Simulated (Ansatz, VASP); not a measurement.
# One calculation of Se, two programs

Contents of INCAR:

```
ALGO     = Normal         # electronic algorithm
EDIFF    = 1E-6           # SCF threshold, eV
EDIFFG   = -0.002         # ionic threshold
ENCUT    = 600            # plane-wave cutoff, eV
GGA      = CA             # functional
IBRION   = 2              # ionic algorithm
ISIF     = 3              # what is computed and relaxed
ISMEAR   = 0              # smearing method
LASPH    = T              # aspherical terms in the spheres
LCHARG   = F              # write CHGCAR
LREAL    = F              # projectors in reciprocal space
LWAVE    = F              # write WAVECAR
NELM     = 100            # most SCF steps
NSW      = 100            # ionic steps
PREC     = Accurate       # precision mode
SIGMA    = 0.02           # smearing width, eV
```

Contents of KPOINTS:

```
k-points
0
Gamma
  9 9 6
```

POSCAR

```
Se
1.0
    4.5048207000      0.0000000000      0.0000000000
   -2.2524103500      3.9012891700      0.0000000000
    0.0000000000      0.0000000000      4.9787963200
Se
3
Direct
    0.2178929800      0.0000000000      0.3333333300
    0.0000000000      0.2178929800      0.6666666700
    0.7821070200      0.7821070200      0.0000000000
```

Input for Ansatz:

```yaml
crystal:
  lattice:
    - [4.5048207, 0.0, 0.0]
    - [-2.25241035, 3.90128917, 0.0]
    - [0.0, 0.0, 4.97879632]
  atoms:
    - { symbol: Se, position: [0.21789298, 0.0, 0.33333333] }
    - { symbol: Se, position: [0.0, 0.21789298, 0.66666667] }
    - { symbol: Se, position: [0.78210702, 0.78210702, 0.0] }
basis:
  ecutwfc: 420
kpoints:
  mp_grid: { grid: [9, 9, 6] }
hamiltonian:
  xc: lda
  pseudopotentials: { kind: paw, azcp: { folder: soft_1 } }
scf:
  occupations: { method: gaussian, width: 0.02 }
output:
  forces: true
  stress: true
  eigenvalues: true
relax:
  adjacent_minimum: "off"
  f_tol: 0.002
  max_steps: 80
  cell: { stress_tol: 0.02 }
```

Alike in both runs: task relaxation of cell and atoms; functional LDA; k mesh 9 × 9 × 6; occupations gaussian, width 0.02 eV; no spin polarisation.

|  | VASP | Ansatz |
| --- | --- | --- |
| version | VASP 6.6.1 | Ansatz 0.2.0 |
| potentials or method | VASP PAW LDA potentials, release 64 (Se), cutoff 600 eV | scalar-relativistic, plane waves, PAW |
| valence electrons in the cell | 18 | 48 |

```csv
,VASP,Ansatz,Ansatz less VASP
"gap on the k mesh at the Fermi level, each at its own relaxed structure (eV)",0.27,0.29,+0.022
relaxed volume (Å³/atom),23.04,23.03,-0.009
relaxed length of the cell vector where the two differ most in proportion (Å),5.126,5.117,-0.0082
```

Ansatz warns that its potentials were made for another functional, while VASP's fit it. LDA's correlation is that of Perdew and Zunger in VASP and of Perdew and Wang (1992) in Ansatz. VASP's potentials hold 18 valence electrons a cell and Ansatz's 48, so a difference there can come from the potentials and not from the codes.

Noted on VASP's run: the volume moved by over 15 % at a fixed basis, so the end points are rough.
